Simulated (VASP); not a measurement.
# WC (P-6m2) in VASP: notebook

Runs on WC. Level: PBE. Tasks: single point.

Everything below comes from runs of VASP 6.6.1. Logs are shortened: lines on timing, memory, paths and dates and some standing lists are left out, and cuts for length are marked.

## 1. The cell of the first run

Symmetry: P-6m2, No. 187, hexagonal system. Conventional cell: a = 2.926 Å, b = 2.926 Å, c = 2.842 Å, α = 90.00°, β = 90.00°, γ = 120.00°. W (site symmetry -6m2) has 6 C at 2.21 Å and 8 W at 2.84 to 2.93 Å within 3.0 Å. C (site symmetry -6m2) has 6 W at 2.21 Å and 8 C at 2.84 to 2.93 Å within 3.0 Å.

## 2. Single point, PBE

INCAR

```
SYSTEM = WC
ALGO     = Normal         ! electronic algorithm
EDIFF    = 1E-6           ! SCF threshold, eV
ENCUT    = 1300           ! plane-wave cutoff, eV
GGA      = PE             ! functional
GGA_COMPAT= .False.      
ISIF     = 2              ! what is computed and relaxed
ISMEAR   = 0              ! smearing method
LASPH    = .True.         ! aspherical terms in the spheres
LCHARG   = .True.         ! write CHGCAR
LELF     = .True.         ! ELF
LREAL    = .False.        ! projectors in reciprocal space
LVHAR    = .True.       
LWAVE    = .False.        ! write WAVECAR
NBANDS   = 16             ! bands
NELM     = 120            ! most SCF steps
PREC     = Accurate       ! precision mode
SIGMA    = 0.1            ! smearing width, eV
```

KPOINTS

```
k-points
0
Gamma
  6 6 6
  0 0 0
```

POSCAR

```
WC
1.0
    2.9260641909      0.0000000000      0.0000000000
   -1.4630320954      2.5340459224      0.0000000000
    0.0000000000      0.0000000000      2.8416869127
W C
1 1
Direct
    0.0000000000      0.0000000000      0.0000000000
    0.6666666667      0.3333333333      0.5000000000
```

Potentials or basis: VASP PAW PBE potentials, release 64 (W_sv, C_h).

Command:

```console
$ cat potpaw_PBE.64/W_sv/POTCAR potpaw_PBE.64/C_h/POTCAR > POTCAR
$ mpirun -np 1 vasp_std > vasp.out
```

OUTCAR:

```text
SYSTEM = WC
   EDIFF = 1E-6
   ENCUT = 1300
   GGA = PE
   ISIF = 2
   ISMEAR = 0
   LASPH = .True.
   LREAL = .False.
   NELM = 120
   PREC = Accurate

 ion  position               nearest neighbor table
   1  0.000  0.000  0.000-   2 2.21   2 2.21   2 2.21   2 2.21   2 2.21   2 2.21
   2  0.667  0.333  0.500-   1 2.21   1 2.21   1 2.21   1 2.21   1 2.21   1 2.21

  LATTYP: Found a hexagonal cell.
 ALAT       =     2.9260641909
 C/A-ratio  =     0.9711635587

  Lattice vectors:

 A1 = (   2.9260641909,   0.0000000000,   0.0000000000)
 A2 = (  -1.4630320954,   2.5340459224,   0.0000000000)
 A3 = (   0.0000000000,   0.0000000000,   2.8416869127)

Analysis of symmetry for initial positions (statically):
=====================================================================
 Subroutine PRICEL returns:
 Original cell was already a primitive cell.

 Routine SETGRP: Setting up the symmetry group for a
 hexagonal supercell.

 Subroutine GETGRP returns: Found 12 space group operations
 (whereof 12 operations were pure point group operations)
 out of a pool of 24 trial point group operations.

The static configuration has the point symmetry D_3h.

Analysis of symmetry for dynamics (positions and initial velocities):
=====================================================================
 Subroutine PRICEL returns:
 Original cell was already a primitive cell.

 Routine SETGRP: Setting up the symmetry group for a
 hexagonal supercell.

 Subroutine GETGRP returns: Found 12 space group operations
 (whereof 12 operations were pure point group operations)
 out of a pool of 24 trial point group operations.

The dynamic configuration has the point symmetry D_3h.

 Subroutine INISYM returns: Found 12 space group operations
 (whereof 12 operations are pure point group operations),
 and found     1 'primitive' translations

----------------------------------------------------------------------------------------

                                     Primitive cell

  volume of cell :      21.0705

  direct lattice vectors                    reciprocal lattice vectors
     2.926064191  0.000000000  0.000000000     0.341756002  0.197312920  0.000000000
    -1.463032095  2.534045922  0.000000000     0.000000000  0.394625840  0.000000000
     0.000000000  0.000000000  2.841686913     0.000000000  0.000000000  0.351903651

  length of vectors
     2.926064191  2.926064191  2.841686913     0.394625840  0.394625840  0.351903651

  position of ions in fractional coordinates (direct lattice)
     0.000000000  0.000000000  0.000000000
     0.666666667  0.333333333  0.500000000

  ion indices of the primitive-cell ions
   primitive index   ion index
                 1           1
                 2           2

----------------------------------------------------------------------------------------

 KPOINTS: k-points

Automatic generation of k-mesh.
 Grid dimensions read from file:
 generate k-points for:    6    6    6

 Generating k-lattice:

  Cartesian coordinates                     Fractional coordinates (reciprocal lattice)
     0.056959334  0.032885487  0.000000000     0.166666667 -0.000000000  0.000000000
     0.000000000  0.065770973  0.000000000     0.000000000  0.166666667  0.000000000
     0.000000000  0.000000000  0.058650609     0.000000000  0.000000000  0.166666667

  Length of vectors
     0.065770973  0.065770973  0.058650609

  Shift w.r.t. Gamma in fractional coordinates (k-lattice)
     0.000000000  0.000000000  0.000000000

 Subroutine IBZKPT returns following result:
 ===========================================

 Found     28 irreducible k-points:

 Following reciprocal coordinates:
            Coordinates               Weight
  0.000000  0.000000  0.000000      1.000000
  0.166667 -0.000000  0.000000      6.000000
  0.333333 -0.000000  0.000000      6.000000
  0.500000 -0.000000  0.000000      3.000000
  0.166667  0.166667  0.000000      6.000000
  0.333333  0.166667  0.000000     12.000000
[... 16 lines left out ...]
  0.166667 -0.000000  0.500000      6.000000
  0.333333 -0.000000  0.500000      6.000000
 [... further k-points ...]
   k-points           NKPTS =     28   k-points in BZ     NKDIM =     28   number of bands    NBANDS=     16
   number of dos      NEDOS =    301   number of ions     NIONS =      2
   total plane-waves  NPLWV =  46656
   dimension x,y,z NGX =    36 NGY =   36 NGZ =   36
   dimension x,y,z NGXF=    72 NGYF=   72 NGZF=   72
   ions per type =               1   1
   NGX,Y,Z   is equivalent  to a cutoff of  20.45, 20.45, 21.06 a.u.
   NGXF,Y,Z  is equivalent  to a cutoff of  40.91, 40.91, 42.12 a.u.
 SYSTEM =  WC
   PREC   = accura    normal or accurate (medium, high low for compatibility)
   ISTART =      0    job   : 0-new  1-cont  2-samecut
   ICHARG =      2    charge: 1-file 2-atom 10-const
   ISPIN  =      1    spin polarized calculation?
   LNONCOLLINEAR =      F non collinear calculations
   LSORBIT =      F    spin-orbit coupling
   LASPH  =      T    aspherical Exc in radial PAW
   ENCUT  = 1300.0 eV  95.55 Ry    9.77 a.u.   8.60  8.60  8.35*2*pi/ulx,y,z
   NELM   =    120;   NELMIN=  2; NELMDL= -5     # of ELM steps
   EDIFF  = 0.1E-05   stopping-criterion for ELM
   LREAL  =      F    real-space projection
   EDIFFG = 0.1E-04   stopping-criterion for IOM
   NSW    =      0    number of steps for IOM
   IBRION =     -1    ionic relax: 0-MD 1-quasi-New 2-CG
   NFREE  =      0    steps in history (QN), initial steepest desc. (CG)
   ISIF   =      2    stress and relaxation
   ISYM   =      2    0-nonsym 1-usesym 2-fastsym
   POTIM  = 0.5000    time-step for ionic-motion
   TEBEG  =    0.0;   TEEND  =   0.0 temperature during run
   PSTRESS=    0.0 pullay stress
   NELECT =      18.0000    total number of electrons
   NUPDOWN=      -1.0000    fix difference up-down
   EMIN   =  10.00;   EMAX   =-10.00  energy-range for DOS
   EFERMI =   0.00;   METHOD = LEGACY
   ISMEAR =     0;   SIGMA  =   0.10  broadening in eV -4-tet -1-fermi 0-gaus
   EFERMI_NEDOS =   21; number of points for ismear=-14 and -15
   IALGO  =     38    algorithm
   IMIX   =      4    mixing-type and parameters
     AMIX     =   0.40;   BMIX     =  1.00
     AMIX_MAG =   1.60;   BMIX_MAG =  1.00
  volume/ion in A,a.u.               =      10.54        71.10
  Fermi-wavevector in a.u.,A,eV,Ry     =   1.553367  2.935438 32.830176  2.412950
  Thomas-Fermi vector in A             =   2.657608
   LORBIT       =      0    0 simple, 1 ext, 2 COOP (PROOUT), +10 PAW based schemes
   GGA     = PE    functional components
   LHFCALC =     F    Hartree Fock is set to
   AEXX    =    0.0000 exact exchange contribution
   IVDW    =     0    specifies the selected vdW correction
   LEPSILON=     F    determine dielectric tensor
   LRPA    =     F    only Hartree local field effects (RPA)
 non-spin polarized calculation
 Gauss-broadening in eV      SIGMA  =   0.10
  energy-cutoff  :     1300.00
  volume of cell :       21.07
 maximum number of plane-waves:      2284
 NGX is ok and might be reduce to    36
   NGX = 17   NGY = 17   NGZ = 17

 number of electron      18.0000000 magnetization

 Free energy of the ion-electron system (eV)
  ---------------------------------------------------
  ext. energy  EPLUGINS =         0.00000000
  ---------------------------------------------------
  free energy    TOTEN  =       -22.45307756 eV

  energy without entropy =      -22.44945673  energy(sigma->0) =      -22.45126715

 E-fermi :  11.4374     XC(G=0): -13.7484

 val. band max:       11.3232772503   @ k =   0.0000   0.0000   0.0000
 cond. band min:      11.4539274864   @ k =   0.5000  -0.0000   0.5000
 fundamental gap:      0.1306502361
 Fermi energy:        11.4374329365

 k-point     1 :       0.0000    0.0000    0.0000
  band No.  band energies     occupation
      1     -62.8514      2.00000
      2     -26.8232      2.00000
      3     -26.7403      2.00000
      4     -26.7403      2.00000
      5      -3.1442      2.00000
      6       6.9663      2.00000
[... 8 lines left out ...]
     15      25.4146      0.00000
     16      27.7523      0.00000

 k-point     2 :       0.1667   -0.0000    0.0000
  band No.  band energies     occupation
      1     -62.8382      2.00000
      2     -26.9378      2.00000
      3     -26.7977      2.00000
      4     -26.7855      2.00000
      5      -2.4636      2.00000
      6       6.5619      2.00000
[... 8 lines left out ...]
     15      24.7650      0.00000
     16      29.1557      0.00000

 k-point     3 :       0.3333   -0.0000    0.0000
  band No.  band energies     occupation
      1     -62.8117      2.00000
      2     -27.3165      2.00000
      3     -26.8746      2.00000
      4     -26.7463      2.00000
      5      -0.8854      2.00000
      6       4.9758      2.00000
[... 8 lines left out ...]
     15      25.9291      0.00000
     16      27.6740      0.00000

 k-point     4 :       0.5000   -0.0000    0.0000
  band No.  band energies     occupation
      1     -62.7984      2.00000
      2     -27.4984      2.00000
      3     -26.9186      2.00000
      4     -26.7205      2.00000
      5       0.1363      2.00000
      6       4.2207      2.00000
[... 8 lines left out ...]
     15      23.8389      0.00000
     16      29.0509      0.00000
[... 324 lines left out ...]
 k-point    22 :       0.0000    0.0000    0.5000
  band No.  band energies     occupation
      1     -62.8118      2.00000
      2     -27.5440      2.00000
      3     -26.6744      2.00000
      4     -26.6744      2.00000
      5       0.8203      2.00000
      6       2.6430      2.00000
[... 8 lines left out ...]
     15      22.8628      0.00000
     16      28.4114      0.00000

 k-point    23 :       0.1667   -0.0000    0.5000
  band No.  band energies     occupation
      1     -62.7989      2.00000
      2     -27.5049      2.00000
      3     -26.8598      2.00000
      4     -26.7166      2.00000
      5       0.6013      2.00000
      6       3.4758      2.00000
[... 8 lines left out ...]
     15      24.3203      0.00000
     16      27.9363      0.00000

 k-point    24 :       0.3333   -0.0000    0.5000
  band No.  band energies     occupation
      1     -62.7730      2.00000
      2     -27.4257      2.00000
      3     -27.2169      2.00000
      4     -26.8001      2.00000
      5       0.1897      2.00000
      6       4.6898      2.00000
[... 8 lines left out ...]
     15      24.8563      0.00000
     16      28.0950      0.00000

 [... further k-points ...]

------------------------ aborting loop because EDIFF is reached ----------------------------------------

  FORCE on cell =-STRESS in cart. coord.  units (eV):
  Direction    XX          YY          ZZ          XY          YZ          ZX
  --------------------------------------------------------------------------------------
  -------------------------------------------------------------------------------------
  Total        0.0881095      0.0881095      0.1452617      0.0000000     -0.0000000      0.0000000
  in kB        6.6997498      6.6997498     11.0455420      0.0000000     -0.0000000      0.0000000
  external PRESSURE =       8.1483472 kB  Pullay stress =       0.0000000 kB

 VOLUME and BASIS-vectors are now :
 -----------------------------------------------------------------------------
  energy-cutoff  :     1300.00
  volume of cell :       21.07
      direct lattice vectors                 reciprocal lattice vectors
     2.926064191  0.000000000  0.000000000     0.341756002  0.197312920  0.000000000
    -1.463032095  2.534045922  0.000000000     0.000000000  0.394625840  0.000000000
     0.000000000  0.000000000  2.841686913     0.000000000  0.000000000  0.351903651

 POSITION                                       TOTAL-FORCE (eV/Angst)
 -----------------------------------------------------------------------------------
      0.00000      0.00000      0.00000         0.000000      0.000000      0.000000
      1.46303      0.84468      1.42084        -0.000000     -0.000000      0.000000
 -----------------------------------------------------------------------------------
    total drift:                               -0.000000      0.000000      0.000000

  FREE ENERGIE OF THE ION-ELECTRON SYSTEM (eV)
  ---------------------------------------------------
  free  energy   TOTEN  =       -22.4530775576 eV

  energy  without entropy=      -22.4494567330  energy(sigma->0) =      -22.45126715
```

Run time: 35 s. Hardware: 1 thread of Intel Xeon 6975P-C (Granite Rapids), shared host; peak memory 0.23 GiB.

What came out:

```
Free energy            : -22.4531 eV
Pressure               : 0.8 GPa
Band gap on the k mesh : zero (bands 9 and 10 overlap by 1.22 eV)
```

Stress tensor (GPa, compression positive):
```
0.67 0.00 0.00
0.00 0.67 0.00
0.00 0.00 1.10
```

Caveat: the k points lie up to 0.41 Å⁻¹ apart, too coarse for converged energies and pressures of a metal; spin-orbit coupling is left out, which moves the levels of the heavy elements.

## 3. Single point, PBE

This run uses another cell than the first one, of 10.31 Å³/atom.

INCAR

```
PREC     = Accurate       # precision mode
ENCUT    = 1300           # plane-wave cutoff, eV
EDIFF    = 1E-6           # SCF threshold, eV
ISMEAR   = 0              # smearing method
SIGMA    = 0.1            # smearing width, eV
LREAL    = F              # projectors in reciprocal space
LASPH    = T              # aspherical terms in the spheres
NELM     = 120            # most SCF steps
ALGO     = Normal         # electronic algorithm
ISIF     = 2              # what is computed and relaxed
LWAVE    = F              # write WAVECAR
LCHARG   = T              # write CHGCAR
GGA      = PE             # functional
LELF     = T              # ELF
LVHAR    = T            
NBANDS   = 16             # bands
GGA_COMPAT= F
```

KPOINTS

```
regular mesh
0
Gamma
  6 6 6
```

POSCAR

```
WC
1.0
    2.9005014200      0.0000000000      0.0000000000
   -1.4502507100      2.5119079100      0.0000000000
    0.0000000000      0.0000000000      2.8290000000
W C
1 1
Direct
    0.0000000000      0.0000000000      0.0000000000
    0.6666666700      0.3333333300      0.5000000000
```

Potentials or basis: VASP PAW PBE potentials, release 64 (W_sv, C_h).

Command:

```console
$ cat potpaw_PBE.64/W_sv/POTCAR potpaw_PBE.64/C_h/POTCAR > POTCAR
$ mpirun -np 1 vasp_std > vasp.out
```

It took 18 s on 1 thread of Intel Xeon Platinum 8488C (Sapphire Rapids), shared host; peak memory 0.23 GiB.

The run converged. Its results:

```yaml
Free_energy: -22.4380 eV
Pressure: 9.6 GPa
Band_gap_on_the_k_mesh: zero (bands 9 and 10 overlap by 1.22 eV)
```

Stress tensor (GPa, compression positive):
```
10.04  0.00  0.00
 0.00 10.04  0.00
 0.00  0.00  8.75
```

Levels at points of the mesh, in eV from the Fermi level:
| k point | band 5 | band 6 | band 7 | band 8 | band 9 | band 10 | band 11 | band 12 | band 13 | band 14 |
| --- | --- | --- | --- | --- | --- | --- | --- | --- | --- | --- |
| (0.00, 0.00, 0.00) | -14.75 | -4.61 | -3.62 | -3.62 | -0.16 | 3.01 | 3.01 | 5.41 | 5.41 | 6.17 |
| (0.50, 0.00, 0.00) | -11.39 | -7.32 | -3.89 | -3.86 | -0.72 | 2.11 | 4.31 | 4.67 | 6.65 | 9.47 |
| (0.00, 0.00, 0.50) | -10.68 | -8.95 | -2.29 | -2.29 | -0.85 | -0.85 | 3.45 | 4.29 | 4.29 | 9.76 |
| (0.50, 0.00, 0.50) | -11.60 | -6.75 | -4.61 | -4.46 | 0.04 | 4.21 | 5.10 | 6.45 | 9.00 | 9.99 |

Caveat: the k points lie up to 0.42 Å⁻¹ apart, too coarse for converged energies and pressures of a metal; spin-orbit coupling is left out, which moves the levels of the heavy elements.

The gap in the log of VASP goes by the Fermi energy; the results here count the filled bands.